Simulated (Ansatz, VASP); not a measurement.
BP: VASP beside Ansatz

```
CELL_PARAMETERS angstrom
0.00000 2.23753 2.27063
2.23753 0.00000 2.27063
2.23753 2.23753 0.00000
ATOMIC_POSITIONS crystal
B 0.00000 0.00000 0.00000
P 0.25000 0.25000 0.25000
```

Change from the starting cell: strained cell.

Alike in both runs: functional PBEsol; k mesh 10 × 10 × 10; occupations gaussian, width 0.02 eV; no spin polarisation.

Ansatz relaxed the structure, and its values are those at the end. VASP's run is a single point on that final structure, the one shown.

|  | VASP | Ansatz |
| --- | --- | --- |
| version | VASP 6.6.1 | Ansatz 0.2.0 |
| potentials or method | VASP PAW PBE potentials, release 64 (B, P), cutoff 500 eV | scalar-relativistic, plane waves, PAW |
| valence electrons in the cell | 8 | 8 |

```tsv
	VASP	Ansatz	Ansatz less VASP
gap on the k mesh at the Fermi level (eV)	0.98	0.99	+0.004
least direct gap on the mesh (eV)	3.32	3.33	+0.006
pressure (GPa)	2.8	2.7	-0.11
```

VASP's potentials were made for PBE, not for PBEsol, and Ansatz warns of the same on its side. With one functional, cell and mesh, what is left measures potentials, basis and numerics. Ansatz's warnings: stress scf threshold loose.
